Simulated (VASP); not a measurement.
Wanted: the native input for a VASP 6.6.1 run.

```
Task                   : single point
Functional             : LDA
Potentials or basis    : VASP PAW LDA potentials, release 64 (Sn_d, O)
Cutoff                 : 520 eV
k mesh                 : 10 × 10 × 8
Occupations            : gaussian, width 0.15 eV
Spin                   : no spin polarisation
Dipole correction      : no
Further INCAR settings : ALGO = Normal; EDIFF = 1e-07; NBANDS = 28
```

The structure of SnO lies in POSCAR:

```
SnO
1.0
    3.7093000000      0.0000000000      0.0000000000
    0.0000000000      3.7093000000      0.0000000000
    0.0000000000      0.0000000000      4.6562290729
Sn O
2 2
Direct
    0.0000000000      0.5000000000      0.2455950842
    0.5000000000      0.0000000000      0.7544049158
    0.0000000000      0.0000000000      0.0000000000
    0.5000000000      0.5000000000      0.0000000000
```

The input as run:

INCAR

```
  PREC = Accurate
  ENCUT = 520
  EDIFF = 1E-7
  ISMEAR = 0
  SIGMA = 0.15
  LREAL = False
  LASPH = True
  NELM = 60
  ALGO = Normal
  ISIF = 2
  LWAVE = False
  LCHARG = True
  GGA = CA
  LELF = True
  LVHAR = True
  NBANDS = 28
```

KPOINTS

```
regular mesh
0
Gamma
  10 10 8
```

Potentials or basis: VASP PAW LDA potentials, release 64 (Sn_d, O).

Command:

```console
$ cat potpaw_LDA.64/Sn_d/POTCAR potpaw_LDA.64/O/POTCAR > POTCAR
$ mpirun -np 1 vasp_std > vasp.out
```

Results of the run:

```json
{
  "Pressure": "4.3 GPa",
  "Largest force": "0.548 eV/Å",
  "Band gap on the k mesh": "zero (band 20 reaches 8.21 eV, above the bottom of band 21 at 7.80 eV)"
}
```

Caveat: spin-orbit coupling is left out, which moves the levels of the heavy elements.

It took 78 s on 1 thread of AMD EPYC 9R45 96-Core Processor (Zen 5), with other jobs on the host, peak memory 0.23 GiB.
